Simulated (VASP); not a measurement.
# Tl (P6/mmm) in VASP: further runs

Tl is run at these levels: PBE; tasks: single point, relaxation of cell and atoms.

Program: VASP 6.6.1. These are calculated values, not measurements. Logs are shortened: lines on timing, memory, paths and dates and some standing lists are left out, and cuts for length are marked.

## Step 1: The cell of the first run

It takes space group P6/mmm (No. 191, hexagonal). The conventional cell has a = 3.417 Å, b = 3.417 Å, c = 6.126 Å, α = 90.00°, β = 90.00°, γ = 120.00°. Tl (site symmetry 6mm) has 8 Tl at 2.95 to 3.42 Å within 3.9 Å.

The cell was generated, and may not be a known phase.

## Step 2: Single point, PBE

The input, INCAR:

```
PREC = Accurate
ENCUT = 520
EDIFF = 1E-6
ISMEAR = 0
SIGMA = 0.1
LREAL = F
LASPH = T
NELM = 100
ALGO = Fast
ISIF = 2
LWAVE = F
LCHARG = T
GGA = PE
LELF = T
LVHAR = T
NBANDS = 20
```

The input, KPOINTS:

```
Automatic mesh
0
Gamma
  6 6 4
```

The input, POSCAR:

```
Tl
1.0
    3.4172090700      0.0000000000      0.0000000000
   -1.7086045300      2.9593898600      0.0000000000
    0.0000000000      0.0000000000      6.1262909300
Tl
2
Direct
    0.0000000000      0.0000000000      0.2590922100
    0.0000000000      0.0000000000      0.7409077900
```

Potentials or basis: VASP PAW PBE potentials, release 64 (Tl_d).

Run with:

```console
> cat potpaw_PBE.64/Tl_d/POTCAR > POTCAR
> mpirun -np 1 vasp_std > vasp.out
```

OUTCAR:

```text
PREC = Accurate
   ENCUT = 520
   EDIFF = 1E-6
   ISMEAR = 0
   LREAL = F
   LASPH = T
   NELM = 100
   ISIF = 2
   GGA = PE

 ion  position               nearest neighbor table
   1  0.000  0.000  0.259-   2 2.95   2 3.17
   2  0.000  0.000  0.741-   1 2.95   1 3.17

  LATTYP: Found a hexagonal cell.
 ALAT       =     3.4172090700
 C/A-ratio  =     1.7927761529

  Lattice vectors:

 A1 = (   3.4172090700,   0.0000000000,   0.0000000000)
 A2 = (  -1.7086045300,   2.9593898600,   0.0000000000)
 A3 = (   0.0000000000,   0.0000000000,   6.1262909300)

Analysis of symmetry for initial positions (statically):
=====================================================================
 Subroutine PRICEL returns:
 Original cell was already a primitive cell.

 Routine SETGRP: Setting up the symmetry group for a
 hexagonal supercell.

 Subroutine GETGRP returns: Found 24 space group operations
 (whereof 24 operations were pure point group operations)
 out of a pool of 24 trial point group operations.

The static configuration has the point symmetry D_6h.

Analysis of symmetry for dynamics (positions and initial velocities):
=====================================================================
 Subroutine PRICEL returns:
 Original cell was already a primitive cell.

 Routine SETGRP: Setting up the symmetry group for a
 hexagonal supercell.

 Subroutine GETGRP returns: Found 24 space group operations
 (whereof 24 operations were pure point group operations)
 out of a pool of 24 trial point group operations.

The dynamic configuration has the point symmetry D_6h.

 Subroutine INISYM returns: Found 24 space group operations
 (whereof 24 operations are pure point group operations),
 and found     1 'primitive' translations

----------------------------------------------------------------------------------------

                                     Primitive cell

  volume of cell :      61.9543

  direct lattice vectors                    reciprocal lattice vectors
     3.417209070  0.000000000  0.000000000     0.292636470  0.168953745  0.000000000
    -1.708604530  2.959389860  0.000000000     0.000000000  0.337907490  0.000000000
     0.000000000  0.000000000  6.126290930     0.000000000  0.000000000  0.163230903

  length of vectors
     3.417209070  3.417209063  6.126290930     0.337907490  0.337907490  0.163230903

  position of ions in fractional coordinates (direct lattice)
     0.000000000  0.000000000  0.259092210
     0.000000000  0.000000000  0.740907790

  ion indices of the primitive-cell ions
   primitive index   ion index
                 1           1
                 2           2

----------------------------------------------------------------------------------------

 KPOINTS: Automatic mesh

Automatic generation of k-mesh.
 Grid dimensions read from file:
 generate k-points for:    6    6    4

 Generating k-lattice:

  Cartesian coordinates                     Fractional coordinates (reciprocal lattice)
     0.048772745  0.028158957  0.000000000     0.166666667  0.000000000  0.000000000
     0.000000000  0.056317915  0.000000000     0.000000000  0.166666667  0.000000000
     0.000000000  0.000000000  0.040807726     0.000000000  0.000000000  0.250000000

  Length of vectors
     0.056317915  0.056317915  0.040807726

  Shift w.r.t. Gamma in fractional coordinates (k-lattice)
     0.000000000  0.000000000  0.000000000

 Subroutine IBZKPT returns following result:
 ===========================================

 Found     21 irreducible k-points:

 Following reciprocal coordinates:
            Coordinates               Weight
  0.000000  0.000000  0.000000      1.000000
  0.166667  0.000000  0.000000      6.000000
  0.333333 -0.000000  0.000000      6.000000
  0.500000  0.000000  0.000000      3.000000
  0.166667  0.166667  0.000000      6.000000
  0.333333  0.166667  0.000000     12.000000
[... 13 lines left out ...]
  0.333333  0.166667  0.500000     12.000000
  0.333333  0.333333  0.500000      2.000000
   k-points           NKPTS =     21   k-points in BZ     NKDIM =     21   number of bands    NBANDS=     20
   number of dos      NEDOS =    301   number of ions     NIONS =      2
   total plane-waves  NPLWV =  37632
   dimension x,y,z NGX =    28 NGY =   28 NGZ =   48
   dimension x,y,z NGXF=    56 NGYF=   56 NGZF=   96
   ions per type =               2
   NGX,Y,Z   is equivalent  to a cutoff of  13.62, 13.62, 13.03 a.u.
   NGXF,Y,Z  is equivalent  to a cutoff of  27.24, 27.24, 26.05 a.u.
 SYSTEM =  unknown system
   PREC   = accura    normal or accurate (medium, high low for compatibility)
   ISTART =      0    job   : 0-new  1-cont  2-samecut
   ICHARG =      2    charge: 1-file 2-atom 10-const
   ISPIN  =      1    spin polarized calculation?
   LNONCOLLINEAR =      F non collinear calculations
   LSORBIT =      F    spin-orbit coupling
   LASPH  =      T    aspherical Exc in radial PAW
   ENCUT  =  520.0 eV  38.22 Ry    6.18 a.u.   6.35  6.35 11.39*2*pi/ulx,y,z
   NELM   =    100;   NELMIN=  2; NELMDL= -5     # of ELM steps
   EDIFF  = 0.1E-05   stopping-criterion for ELM
   LREAL  =      F    real-space projection
   EDIFFG = 0.1E-04   stopping-criterion for IOM
   NSW    =      0    number of steps for IOM
   IBRION =     -1    ionic relax: 0-MD 1-quasi-New 2-CG
   NFREE  =      0    steps in history (QN), initial steepest desc. (CG)
   ISIF   =      2    stress and relaxation
   ISYM   =      2    0-nonsym 1-usesym 2-fastsym
   POTIM  = 0.5000    time-step for ionic-motion
   TEBEG  =    0.0;   TEEND  =   0.0 temperature during run
   PSTRESS=    0.0 pullay stress
   NELECT =      26.0000    total number of electrons
   NUPDOWN=      -1.0000    fix difference up-down
   EMIN   =  10.00;   EMAX   =-10.00  energy-range for DOS
   EFERMI =   0.00;   METHOD = LEGACY
   ISMEAR =     0;   SIGMA  =   0.10  broadening in eV -4-tet -1-fermi 0-gaus
   EFERMI_NEDOS =   21; number of points for ismear=-14 and -15
   IALGO  =     68    algorithm
   IMIX   =      4    mixing-type and parameters
     AMIX     =   0.40;   BMIX     =  1.00
     AMIX_MAG =   1.60;   BMIX_MAG =  1.00
  volume/ion in A,a.u.               =      30.98       209.04
  Fermi-wavevector in a.u.,A,eV,Ry     =   1.225675  2.316191 20.439765  1.502280
  Thomas-Fermi vector in A             =   2.360705
   LORBIT       =      0    0 simple, 1 ext, 2 COOP (PROOUT), +10 PAW based schemes
   GGA     = PE    functional components
   LHFCALC =     F    Hartree Fock is set to
   AEXX    =    0.0000 exact exchange contribution
   IVDW    =     0    specifies the selected vdW correction
   LEPSILON=     F    determine dielectric tensor
   LRPA    =     F    only Hartree local field effects (RPA)
 non-spin polarized calculation
 RMM-DIIS sequential band-by-band and
 Gauss-broadening in eV      SIGMA  =   0.10
  energy-cutoff  :      520.00
  volume of cell :       61.95
 maximum number of plane-waves:      1690
 NGX is ok and might be reduce to    28
   NGX = 13   NGY = 13   NGZ = 23

 number of electron      25.9999997 magnetization

 Free energy of the ion-electron system (eV)
  ---------------------------------------------------
  ext. energy  EPLUGINS =         0.00000000
  ---------------------------------------------------
  free energy    TOTEN  =        -4.21897586 eV

  energy without entropy =       -4.21004626  energy(sigma->0) =       -4.21451106

 E-fermi :   5.8603     XC(G=0):  -9.7482

 val. band max:        5.8282962644   @ k =   0.3333   0.1667   0.0000
 cond. band min:       5.8624848569   @ k =   0.5000   0.0000   0.0000
 fundamental gap:      0.0341885925
 Fermi energy:         5.8602638659

 k-point     1 :       0.0000    0.0000    0.0000
  band No.  band energies     occupation
      1      -6.5177      2.00000
      2      -5.8512      2.00000
      3      -5.8512      2.00000
      4      -5.7796      2.00000
      5      -5.7796      2.00000
      6      -5.7616      2.00000
[... 12 lines left out ...]
     19      17.5573      0.00000
     20      17.5581      0.00000

 k-point     2 :       0.1667    0.0000    0.0000
  band No.  band energies     occupation
      1      -6.4774      2.00000
      2      -5.8928      2.00000
      3      -5.8679      2.00000
      4      -5.8283      2.00000
      5      -5.7825      2.00000
      6      -5.7325      2.00000
[... 12 lines left out ...]
     19      16.1200      0.00000
     20      16.1918      0.00000

 k-point     3 :       0.3333   -0.0000    0.0000
  band No.  band energies     occupation
      1      -6.4139      2.00000
      2      -6.0627      2.00000
      3      -5.9878      2.00000
      4      -5.9397      2.00000
      5      -5.8236      2.00000
      6      -5.4935      2.00000
[... 12 lines left out ...]
     19      14.5859      0.00000
     20      15.9502      0.00000

 k-point     4 :       0.5000    0.0000    0.0000
  band No.  band energies     occupation
      1      -6.3915      2.00000
      2      -6.1524      2.00000
      3      -6.0337      2.00000
      4      -5.9955      2.00000
      5      -5.8441      2.00000
      6      -5.5432      2.00000
[... 12 lines left out ...]
     19      14.3248      0.00000
     20      16.0219      0.00000

 k-point     5 :       0.1667    0.1667    0.0000
  band No.  band energies     occupation
      1      -6.4218      2.00000
      2      -5.9974      2.00000
      3      -5.9106      2.00000
      4      -5.8322      2.00000
      5      -5.8214      2.00000
      6      -5.6135      2.00000
[... 12 lines left out ...]
     19      15.2586      0.00000
     20      15.4600      0.00000
[... 284 lines left out ...]
      6      -5.6888      2.00000
[... 12 lines left out ...]
     19      14.0401      0.00000
     20      14.3393      0.00000

 k-point    19 :       0.1667    0.1667    0.5000
  band No.  band energies     occupation
      1      -6.0134      2.00000
      2      -5.8824      2.00000
      3      -5.8549      2.00000
      4      -5.8163      2.00000
      5      -5.7687      2.00000
      6      -5.6748      2.00000
[... 12 lines left out ...]
     19      17.9658      0.00000
     20      18.1482      0.00000

 k-point    20 :       0.3333    0.1667    0.5000
  band No.  band energies     occupation
      1      -5.9957      2.00000
      2      -5.9048      2.00000
      3      -5.9043      2.00000
      4      -5.8152      2.00000
      5      -5.7505      2.00000
      6      -5.7189      2.00000
[... 12 lines left out ...]
     19      15.1092      0.00000
     20      15.2632      0.00000

 k-point    21 :       0.3333    0.3333    0.5000
  band No.  band energies     occupation
      1      -5.8762      2.00000
      2      -5.8535      2.00000
      3      -5.8535      2.00000
      4      -5.7173      2.00000
      5      -5.7173      2.00000
      6      -5.6467      2.00000
[... 12 lines left out ...]
     19      15.2704      0.00000
     20      15.2704      0.00000

------------------------ aborting loop because EDIFF is reached ----------------------------------------

  FORCE on cell =-STRESS in cart. coord.  units (eV):
  Direction    XX          YY          ZZ          XY          YZ          ZX
  --------------------------------------------------------------------------------------
  -------------------------------------------------------------------------------------
  Total        0.4583378      0.4583378      1.4146874      0.0000000      0.0000000      0.0000000
  in kB       11.8529076     11.8529075     36.5847181      0.0000000      0.0000000      0.0000000
  external PRESSURE =      20.0968444 kB  Pullay stress =       0.0000000 kB

 VOLUME and BASIS-vectors are now :
 -----------------------------------------------------------------------------
  energy-cutoff  :      520.00
  volume of cell :       61.95
      direct lattice vectors                 reciprocal lattice vectors
     3.417209070  0.000000000  0.000000000     0.292636470  0.168953745  0.000000000
    -1.708604530  2.959389860  0.000000000     0.000000000  0.337907490  0.000000000
     0.000000000  0.000000000  6.126290930     0.000000000  0.000000000  0.163230903

 POSITION                                       TOTAL-FORCE (eV/Angst)
 -----------------------------------------------------------------------------------
      0.00000      0.00000      1.58727        -0.000000      0.000000     -0.527457
      0.00000      0.00000      4.53902         0.000000     -0.000000      0.527457
 -----------------------------------------------------------------------------------
    total drift:                               -0.000000      0.000000      0.000000

  FREE ENERGIE OF THE ION-ELECTRON SYSTEM (eV)
  ---------------------------------------------------
  free  energy   TOTEN  =        -4.2189758621 eV

  energy  without entropy=       -4.2100462585  energy(sigma->0) =       -4.21451106
```

It took 10 s on 1 thread of AMD EPYC 9R45 (Zen 5), shared host; peak memory 0.16 GiB.

What came out:

```
Free energy            : -4.2190 eV
Pressure               : 2.0 GPa
Largest force          : 0.527 eV/Å
Band gap on the k mesh : zero (bands 13 and 14 overlap by 4.06 eV)
```

Forces in eV/Å, atoms in the order of the input:
```
Tl   0.000  0.000 -0.527
Tl   0.000  0.000  0.527
```

Stress tensor (GPa, compression positive):
```
1.19 0.00 0.00
0.00 1.19 0.00
0.00 0.00 3.66
```

Levels at points of the mesh, in eV from the Fermi level:
| k point | band 11 | band 12 | band 13 | band 14 | band 15 | band 16 |
| --- | --- | --- | --- | --- | --- | --- |
| (0.00, 0.00, 0.00) | -9.79 | -6.00 | -3.05 | 7.81 | 8.03 | 8.03 |
| (0.50, 0.00, 0.00) | -5.97 | -2.86 | -2.56 | 0.00 | 0.02 | 4.51 |
| (0.00, 0.00, 0.50) | -8.93 | -8.40 | 1.56 | 2.04 | 9.26 | 9.26 |
| (0.50, 0.00, 0.50) | -5.29 | -4.82 | -1.87 | -1.52 | 4.96 | 5.56 |

Caveat: spin-orbit coupling is left out, which moves the levels of the heavy elements.

[end of part 1 of 2]

The gap in the log of VASP goes by the Fermi energy; the results here count the filled bands.